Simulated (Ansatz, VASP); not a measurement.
**ZnCd3Se3S: VASP beside Ansatz**

Contents of INCAR:

```
ALGO     = Normal         # electronic algorithm
EDIFF    = 1E-6           # SCF threshold, eV
EDIFFG   = -0.08          # ionic threshold
ENCUT    = 600            # plane-wave cutoff, eV
GGA      = PE             # functional
IBRION   = 2              # ionic algorithm
ISIF     = 3              # what is computed and relaxed
ISMEAR   = 0              # smearing method
LASPH    = T              # aspherical terms in the spheres
LCHARG   = F              # write CHGCAR
LREAL    = F              # projectors in reciprocal space
LWAVE    = F              # write WAVECAR
NELM     = 60             # most SCF steps
NSW      = 36             # ionic steps
PREC     = Accurate       # precision mode
SIGMA    = 0.15           # smearing width, eV
```

Contents of KPOINTS:

```
k-points
0
Gamma
  3 3 1
```

POSCAR

```
ZnCd3Se3S
1.0
    4.1700000000      0.0000000000      0.0000000000
    0.0000000000      4.1700000000      0.0000000000
    0.0000000000      0.0000000000     11.8000000000
Zn Cd Se S
1 3 3 1
Direct
    0.0000000000      0.0000000000      0.0000000000
    0.0000000000      0.0000000000      0.5000000000
    0.5000000000      0.5000000000      0.7500000000
    0.5000000000      0.5000000000      0.2500000000
    0.5000000000      0.0000000000      0.3750000000
    0.0000000000      0.5000000000      0.6250000000
    0.5000000000      0.0000000000      0.8750000000
    0.0000000000      0.5000000000      0.1250000000
```

Input for Ansatz:

```yaml
crystal:
  lattice:
    - [4.17, 0.0, 0.0]
    - [0.0, 4.17, 0.0]
    - [0.0, 0.0, 11.8]
  atoms:
    - { symbol: Zn, position: [0.0, 0.0, 0.0] }
    - { symbol: Cd, position: [0.0, 0.0, 0.5] }
    - { symbol: Cd, position: [0.5, 0.5, 0.75] }
    - { symbol: Cd, position: [0.5, 0.5, 0.25] }
    - { symbol: Se, position: [0.5, 0.0, 0.375] }
    - { symbol: Se, position: [0.0, 0.5, 0.625] }
    - { symbol: Se, position: [0.5, 0.0, 0.875] }
    - { symbol: S, position: [0.0, 0.5, 0.125] }
basis:
  ecutwfc: 420
kpoints:
  mp_grid: { grid: [3, 3, 1] }
hamiltonian:
  xc: pbe
scf:
  occupations: { method: gaussian, width: 0.15 }
  lower_state_search: "off"
output:
  forces: true
  stress: true
  eigenvalues: true
relax:
  adjacent_minimum: "off"
  f_tol: 0.08
  max_steps: 16
  cell: { stress_tol: 0.8 }
```

Alike in both runs: task relaxation of cell and atoms; functional PBE; k mesh 3 × 3 × 1; occupations gaussian, width 0.15 eV; no spin polarisation.

|  | VASP | Ansatz |
| --- | --- | --- |
| version | VASP 6.6.1 | Ansatz 0.2.0 |
| potentials or method | VASP PAW PBE potentials, release 64 (Zn, Cd, Se, S), cutoff 600 eV | scalar-relativistic, plane waves, PAW |
| valence electrons in the cell | 72 | 126 |

```tsv
	VASP	Ansatz	Ansatz less VASP
gap on the k mesh at the Fermi level, each at its own relaxed structure (eV)	0.64	0.65	+0.003
relaxed volume (Å³/atom)	27.33	27.20	-0.135
relaxed cell length with the largest relative difference (Å)	11.814	11.888	+0.0745
```

VASP's potentials hold 72 valence electrons a cell and Ansatz's 126, so a difference there can come from the potentials and not from the codes.

The k mesh is coarse, so the values compare programs but aren't converged.
